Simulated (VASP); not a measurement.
# HfB (Fm-3m) in VASP: notebook

HfB is run at these levels: PBE+U, LDA, PBE, BLYP+U; tasks: single point.

Everything below comes from runs of VASP 6.6.1. Logs are shortened: lines on timing, memory, paths and dates and some standing lists are left out, and cuts for length are marked.

## Step 1: The cell of the first run

It takes space group Fm-3m (No. 225, cubic). Conventional cell: a = 4.620 Å, b = 4.620 Å, c = 4.620 Å, α = 90.00°, β = 90.00°, γ = 90.00°. Hf (site symmetry m-3m) has 6 B at 2.31 Å within 3.1 Å. Within 3.1 Å of B (site symmetry m-3m) lie 6 Hf at 2.31 Å.

## Step 2: Single point, PBE+U

The input, INCAR:

```
SYSTEM = HfB
PREC     = Accurate       ! precision mode
ENCUT    = 500            ! plane-wave cutoff, eV
EDIFF    = 1E-6           ! SCF threshold, eV
ISMEAR   = 0              ! smearing method
SIGMA    = 0.1            ! smearing width, eV
LREAL    = .False.        ! projectors in reciprocal space
LASPH    = .True.         ! aspherical terms in the spheres
NELM     = 200            ! most SCF steps
ALGO     = Normal         ! electronic algorithm
ISIF     = 2              ! what is computed and relaxed
LWAVE    = .False.        ! write WAVECAR
LCHARG   = .True.         ! write CHGCAR
LMAXMIX  = 4              ! l up to which the mixer works
LDAU     = .True.         ! DFT+U
LDAUTYPE = 2            
LDAUL    = 2 -1           ! shell
LDAUU    = 6.5 0          ! U, eV
LDAUJ    = 0 0          
LDAUPRINT= 1            
GGA      = PE             ! functional
LELF     = .True.         ! ELF
LVHAR    = .True.       
NBANDS   = 14             ! bands
GGA_COMPAT= .False.
```

The input, KPOINTS:

```
Automatic mesh
0
Gamma
  6 6 6
  0 0 0
```

The input, POSCAR:

```
HfB
1.0
    0.0000000000      2.3100000000      2.3100000000
    2.3100000000      0.0000000000      2.3100000000
    2.3100000000      2.3100000000      0.0000000000
Hf B
1 1
Direct
    0.5000000000      0.5000000000      0.5000000000
    0.0000000000      0.0000000000      0.0000000000
```

Potentials or basis: VASP PAW PBE potentials, release 64 (Hf_pv, B).

Run with:

```sh
> cat potpaw_PBE.64/Hf_pv/POTCAR potpaw_PBE.64/B/POTCAR > POTCAR
> mpirun -np 1 vasp_std > vasp.out
```

OUTCAR:

```text
SYSTEM = HfB
   PREC = Accurate
   ENCUT = 500
   EDIFF = 1E-6
   ISMEAR = 0
   LREAL = .False.
   LASPH = .True.
   NELM = 200
   ISIF = 2
   GGA = PE

 ion  position               nearest neighbor table
   1  0.500  0.500  0.500-   2 2.31   2 2.31   2 2.31   2 2.31   2 2.31   2 2.31
   2  0.000  0.000  0.000-   1 2.31   1 2.31   1 2.31   1 2.31   1 2.31   1 2.31

  LATTYP: Found a face centered cubic cell.
 ALAT       =     4.6200000000

  Lattice vectors:

 A1 = (   0.0000000000,   2.3100000000,   2.3100000000)
 A2 = (   2.3100000000,   0.0000000000,   2.3100000000)
 A3 = (   2.3100000000,   2.3100000000,   0.0000000000)

Analysis of symmetry for initial positions (statically):
=====================================================================
 Subroutine PRICEL returns:
 Original cell was already a primitive cell.

 Routine SETGRP: Setting up the symmetry group for a
 face centered cubic supercell.

 Subroutine GETGRP returns: Found 48 space group operations
 (whereof 48 operations were pure point group operations)
 out of a pool of 48 trial point group operations.

The static configuration has the point symmetry O_h .

Analysis of symmetry for dynamics (positions and initial velocities):
=====================================================================
 Subroutine PRICEL returns:
 Original cell was already a primitive cell.

 Routine SETGRP: Setting up the symmetry group for a
 face centered cubic supercell.

 Subroutine GETGRP returns: Found 48 space group operations
 (whereof 48 operations were pure point group operations)
 out of a pool of 48 trial point group operations.

The dynamic configuration has the point symmetry O_h .

 Subroutine INISYM returns: Found 48 space group operations
 (whereof 48 operations are pure point group operations),
 and found     1 'primitive' translations

----------------------------------------------------------------------------------------

                                     Primitive cell

  volume of cell :      24.6528

  direct lattice vectors                    reciprocal lattice vectors
     0.000000000  2.310000000  2.310000000    -0.216450216  0.216450216  0.216450216
     2.310000000  0.000000000  2.310000000     0.216450216 -0.216450216  0.216450216
     2.310000000  2.310000000  0.000000000     0.216450216  0.216450216 -0.216450216

  length of vectors
     3.266833329  3.266833329  3.266833329     0.374902772  0.374902772  0.374902772

  position of ions in fractional coordinates (direct lattice)
     0.500000000  0.500000000  0.500000000
     0.000000000  0.000000000  0.000000000

  ion indices of the primitive-cell ions
   primitive index   ion index
                 1           1
                 2           2

----------------------------------------------------------------------------------------

 KPOINTS: Automatic mesh

Automatic generation of k-mesh.
 Grid dimensions read from file:
 generate k-points for:    6    6    6

 Generating k-lattice:

  Cartesian coordinates                     Fractional coordinates (reciprocal lattice)
    -0.036075036  0.036075036  0.036075036     0.166666667  0.000000000  0.000000000
     0.036075036 -0.036075036  0.036075036     0.000000000  0.166666667  0.000000000
     0.036075036  0.036075036 -0.036075036     0.000000000  0.000000000  0.166666667

  Length of vectors
     0.062483795  0.062483795  0.062483795

  Shift w.r.t. Gamma in fractional coordinates (k-lattice)
     0.000000000  0.000000000  0.000000000

 Subroutine IBZKPT returns following result:
 ===========================================

 Found     16 irreducible k-points:

 Following reciprocal coordinates:
            Coordinates               Weight
  0.000000  0.000000  0.000000      1.000000
  0.166667  0.000000  0.000000      8.000000
  0.333333  0.000000  0.000000      8.000000
  0.500000  0.000000  0.000000      4.000000
  0.166667  0.166667  0.000000      6.000000
  0.333333  0.166667  0.000000     24.000000
[... 8 lines left out ...]
 -0.333333  0.333333  0.166667     24.000000
 -0.333333  0.500000  0.166667     12.000000
   k-points           NKPTS =     16   k-points in BZ     NKDIM =     16   number of bands    NBANDS=     14
   number of dos      NEDOS =    301   number of ions     NIONS =      2
   total plane-waves  NPLWV =  13824
   dimension x,y,z NGX =    24 NGY =   24 NGZ =   24
   dimension x,y,z NGXF=    48 NGYF=   48 NGZF=   48
   ions per type =               1   1
   NGX,Y,Z   is equivalent  to a cutoff of  12.21, 12.21, 12.21 a.u.
   NGXF,Y,Z  is equivalent  to a cutoff of  24.43, 24.43, 24.43 a.u.
 SYSTEM =  HfB
   PREC   = accura    normal or accurate (medium, high low for compatibility)
   ISTART =      0    job   : 0-new  1-cont  2-samecut
   ICHARG =      2    charge: 1-file 2-atom 10-const
   ISPIN  =      1    spin polarized calculation?
   LNONCOLLINEAR =      F non collinear calculations
   LSORBIT =      F    spin-orbit coupling
   LASPH  =      T    aspherical Exc in radial PAW
   ENCUT  =  500.0 eV  36.75 Ry    6.06 a.u.   5.96  5.96  5.96*2*pi/ulx,y,z
   NELM   =    200;   NELMIN=  2; NELMDL= -5     # of ELM steps
   EDIFF  = 0.1E-05   stopping-criterion for ELM
   LREAL  =      F    real-space projection
   EDIFFG = 0.1E-04   stopping-criterion for IOM
   NSW    =      0    number of steps for IOM
   IBRION =     -1    ionic relax: 0-MD 1-quasi-New 2-CG
   NFREE  =      0    steps in history (QN), initial steepest desc. (CG)
   ISIF   =      2    stress and relaxation
   ISYM   =      2    0-nonsym 1-usesym 2-fastsym
   POTIM  = 0.5000    time-step for ionic-motion
   TEBEG  =    0.0;   TEEND  =   0.0 temperature during run
   PSTRESS=    0.0 pullay stress
   NELECT =      13.0000    total number of electrons
   NUPDOWN=      -1.0000    fix difference up-down
   EMIN   =  10.00;   EMAX   =-10.00  energy-range for DOS
   EFERMI =   0.00;   METHOD = LEGACY
   ISMEAR =     0;   SIGMA  =   0.10  broadening in eV -4-tet -1-fermi 0-gaus
   EFERMI_NEDOS =   21; number of points for ismear=-14 and -15
   IALGO  =     38    algorithm
   IMIX   =      4    mixing-type and parameters
     AMIX     =   0.40;   BMIX     =  1.00
     AMIX_MAG =   1.60;   BMIX_MAG =  1.00
  volume/ion in A,a.u.               =      12.33        83.18
  Fermi-wavevector in a.u.,A,eV,Ry     =   1.322617  2.499383 23.800871  1.749315
  Thomas-Fermi vector in A             =   2.452285
   LORBIT       =      0    0 simple, 1 ext, 2 COOP (PROOUT), +10 PAW based schemes
 LDA+U is selected, type is set to LDAUTYPE =  2
   angular momentum for each species LDAUL =     2   -1
   U (eV)           for each species LDAUU =   6.5  0.0
   J (eV)           for each species LDAUJ =   0.0  0.0
   GGA     = PE    functional components
   LHFCALC =     F    Hartree Fock is set to
   AEXX    =    0.0000 exact exchange contribution
   IVDW    =     0    specifies the selected vdW correction
   LEPSILON=     F    determine dielectric tensor
   LRPA    =     F    only Hartree local field effects (RPA)
 non-spin polarized calculation
 Gauss-broadening in eV      SIGMA  =   0.10
  energy-cutoff  :      500.00
  volume of cell :       24.65
 maximum number of plane-waves:       636
   NGX = 11   NGY = 11   NGZ = 11

atom =   1  type =  1  l = 2

 onsite density matrix

spin component  1

  0.1033  0.0000  0.0000 -0.0000  0.0000
  0.0000  0.1033 -0.0000 -0.0000 -0.0000
  0.0000 -0.0000  0.2589 -0.0000 -0.0000
 -0.0000 -0.0000 -0.0000  0.1033  0.0000
  0.0000 -0.0000 -0.0000  0.0000  0.2589

spin component  2

  0.1033  0.0000  0.0000 -0.0000  0.0000
  0.0000  0.1033 -0.0000 -0.0000 -0.0000
  0.0000 -0.0000  0.2589 -0.0000 -0.0000
 -0.0000 -0.0000 -0.0000  0.1033  0.0000
  0.0000 -0.0000 -0.0000  0.0000  0.2589

 occupancies and eigenvectors

  o =  0.1033  v =  0.0000 -0.6964  0.0000 -0.7176 -0.0000  0.0000  0.0000  0.0000  0.0000  0.0000      0.0000  0.0000  0.0000  0.0000  0.0000  0.0000  0.0000  0.0000  0.0000  0.0000
  o =  0.1033  v =  0.0000  0.0000  0.0000  0.0000  0.0000  0.0000 -0.6964  0.0000 -0.7176 -0.0000      0.0000  0.0000  0.0000  0.0000  0.0000  0.0000  0.0000  0.0000  0.0000  0.0000
  o =  0.1033  v =  0.0000  0.7176  0.0000 -0.6964  0.0000  0.0000  0.0000  0.0000  0.0000  0.0000      0.0000  0.0000  0.0000  0.0000  0.0000  0.0000  0.0000  0.0000  0.0000  0.0000
  o =  0.1033  v =  0.0000  0.0000  0.0000  0.0000  0.0000  0.0000  0.7176  0.0000 -0.6964  0.0000      0.0000  0.0000  0.0000  0.0000  0.0000  0.0000  0.0000  0.0000  0.0000  0.0000
  o =  0.1033  v =  1.0000  0.0000  0.0000  0.0000  0.0000  0.0000  0.0000  0.0000  0.0000  0.0000      0.0000  0.0000  0.0000  0.0000  0.0000  0.0000  0.0000  0.0000  0.0000  0.0000
  o =  0.1033  v =  0.0000  0.0000  0.0000  0.0000  0.0000  1.0000  0.0000  0.0000  0.0000  0.0000      0.0000  0.0000  0.0000  0.0000  0.0000  0.0000  0.0000  0.0000  0.0000  0.0000
  o =  0.2589  v =  0.0000  0.0000  0.0000  0.0000  0.0000  0.0000  0.0000 -0.0029  0.0000 -1.0000      0.0000  0.0000  0.0000  0.0000  0.0000  0.0000  0.0000  0.0000  0.0000  0.0000
  o =  0.2589  v =  0.0000  0.0000 -0.0029  0.0000 -1.0000  0.0000  0.0000  0.0000  0.0000  0.0000      0.0000  0.0000  0.0000  0.0000  0.0000  0.0000  0.0000  0.0000  0.0000  0.0000
  o =  0.2589  v =  0.0000  0.0000  0.0000  0.0000  0.0000  0.0000  0.0000  1.0000  0.0000 -0.0029      0.0000  0.0000  0.0000  0.0000  0.0000  0.0000  0.0000  0.0000  0.0000  0.0000
  o =  0.2589  v =  0.0000  0.0000  1.0000  0.0000 -0.0029  0.0000  0.0000  0.0000  0.0000  0.0000      0.0000  0.0000  0.0000  0.0000  0.0000  0.0000  0.0000  0.0000  0.0000  0.0000

 number of electron      13.0000002 magnetization

 Free energy of the ion-electron system (eV)
  ---------------------------------------------------
  ext. energy  EPLUGINS =         0.00000000
  ---------------------------------------------------
  free energy    TOTEN  =       -12.56623890 eV

  energy without entropy =      -12.56248232  energy(sigma->0) =      -12.56436061

 E-fermi :   5.8073     XC(G=0): -12.3036

 val. band max:        5.8015043333   @ k =  -0.1667   0.1667   0.0000
 cond. band min:       6.0173555802   @ k =   0.3333   0.3333   0.0000
 fundamental gap:      0.2158512469
 Fermi energy:         5.8072648514

 k-point     1 :       0.0000    0.0000    0.0000
  band No.  band energies     occupation
      1     -23.7056      2.00000
      2     -23.7056      2.00000
      3     -23.7056      2.00000
      4      -4.2733      2.00000
      5       8.9781      0.00000
      6       8.9781      0.00000
      7       8.9781      0.00000
      8       9.5245      0.00000
      9       9.5245      0.00000
     10       9.5245      0.00000
     11      10.4406      0.00000
     12      10.4406      0.00000
     13      16.7735      0.00000
     14      18.4645      0.00000

 k-point     2 :       0.1667    0.0000    0.0000
  band No.  band energies     occupation
      1     -23.8883      2.00000
      2     -23.7247      2.00000
      3     -23.7247      2.00000
      4      -3.4943      2.00000
      5       6.4232      0.00000
      6       7.0038      0.00000
      7       7.0038      0.00000
      8       9.8784      0.00000
      9       9.8784      0.00000
     10      10.7480      0.00000
     11      13.6612      0.00000
     12      13.6612      0.00000
     13      18.8861      0.00000
     14      19.2035      0.00000
[... 207 lines left out ...]
      1     -24.2399      2.00000
      2     -24.0601      2.00000
      3     -23.8871      2.00000
      4       0.4018      2.00000
      5       2.7155      2.00000
      6       4.5107      2.00000
      7       5.2543      2.00000
      8      11.4691      0.00000
      9      11.8470      0.00000
     10      14.4833      0.00000
     11      15.9864      0.00000
     12      17.5113      0.00000
     13      19.5762      0.00000
     14      19.6245      0.00000

 k-point    16 :      -0.3333    0.5000    0.1667
  band No.  band energies     occupation
      1     -24.2464      2.00000
      2     -24.0526      2.00000
      3     -23.9572      2.00000
      4      -0.1981      2.00000
      5       4.3330      2.00000
      6       4.6729      2.00000
      7       5.1363      2.00000
      8       9.9612      0.00000
      9      13.5286      0.00000
     10      13.6542      0.00000
     11      15.1132      0.00000
     12      16.7124      0.00000
     13      19.5764      0.00000
     14      20.9506      0.00000

------------------------ aborting loop because EDIFF is reached ----------------------------------------

  FORCE on cell =-STRESS in cart. coord.  units (eV):
  Direction    XX          YY          ZZ          XY          YZ          ZX
  --------------------------------------------------------------------------------------
  -------------------------------------------------------------------------------------
  Total        8.6348549      8.6348549      8.6348549      0.0000000     -0.0000000      0.0000000
  in kB      561.1767785    561.1767785    561.1767785      0.0000000     -0.0000000      0.0000000
  external PRESSURE =     561.1767785 kB  Pullay stress =       0.0000000 kB

 VOLUME and BASIS-vectors are now :
 -----------------------------------------------------------------------------
  energy-cutoff  :      500.00
  volume of cell :       24.65
      direct lattice vectors                 reciprocal lattice vectors
     0.000000000  2.310000000  2.310000000    -0.216450216  0.216450216  0.216450216
     2.310000000  0.000000000  2.310000000     0.216450216 -0.216450216  0.216450216
     2.310000000  2.310000000  0.000000000     0.216450216  0.216450216 -0.216450216

 POSITION                                       TOTAL-FORCE (eV/Angst)
 -----------------------------------------------------------------------------------
      2.31000      2.31000      2.31000        -0.000000      0.000000      0.000000
      0.00000      0.00000      0.00000         0.000000     -0.000000     -0.000000
 -----------------------------------------------------------------------------------
    total drift:                                0.000000     -0.000000      0.000000

  FREE ENERGIE OF THE ION-ELECTRON SYSTEM (eV)
  ---------------------------------------------------
  free  energy   TOTEN  =       -12.5662388990 eV

  energy  without entropy=      -12.5624823166  energy(sigma->0) =      -12.56436061
```

Run time: 10 s. Hardware: 1 thread of Intel Xeon 8259CL, shared host; peak memory 0.14 GiB.

Results:

```
Free energy            : -12.5662 eV
Pressure               : 56.1 GPa
Band gap on the k mesh : zero (an odd number of electrons rules out a gap without spin polarisation)
```

Eigenvalues of the final occupation matrices:
```tsv
site	spin	trace	eigenvalues
site 1 d	1	0.83	0.10 0.10 0.10 0.26 0.26
site 1 d	2	0.83	0.10 0.10 0.10 0.26 0.26
```

Caveat: the k points lie up to 0.39 Å⁻¹ apart, too coarse for converged energies and pressures of a metal; spin-orbit coupling is left out, which moves the levels of the heavy elements; U without spin polarisation on a metal has little footing; the U is typed as a test and isn't derived for this compound.

(Continued in part 2 of 3.)
